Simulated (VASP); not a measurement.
The system is CoO.

```
Co O
1.0
     1.53500    0.88623    2.48778
    -1.53500    0.88623    2.48778
     0.00000   -1.77246    2.48778
Co O
1 1
Direct
  0.00000 0.00000 0.00000
  0.50000 0.50000 0.50000
```

Base run:

| Item | Value |
| --- | --- |
| Program | VASP 6.6.1 |
| Functional | PBE |
| Potentials or basis | VASP PAW PBE potentials, release 64 (Co, O) |
| Cutoff | 520 eV |
| k mesh | 11 × 11 × 11 |
| Occupations | fermi-dirac, width 0.05 eV |
| Spin | collinear spin, ferromagnetic start |
| Starting moments | [2.0, 0.0] μB |

Its results: band gap on the k mesh zero (filled and empty bands overlap); pressure -9.4 GPa; net moment 2.98 μB per cell; site moments Co +2.61; O +0.31 μB.

Question: The run is repeated on the same cell with these changes: functional from PBE to r2SCAN. What comes out?

Answer: Band gap on the k mesh zero (filled and empty bands overlap); pressure -13.7 GPa; net moment 3.00 μB per cell; site moments Co +2.69; O +0.28 μB.

Caveats: a cell with one magnetic atom can't hold antiferromagnetic order, which such compounds often take; semilocal functionals often make such compounds metallic where correlation or magnetic order opens a gap, which also shifts bond lengths; the PAW data sets were made with another functional, which shifts forces and pressure a little (some runs).
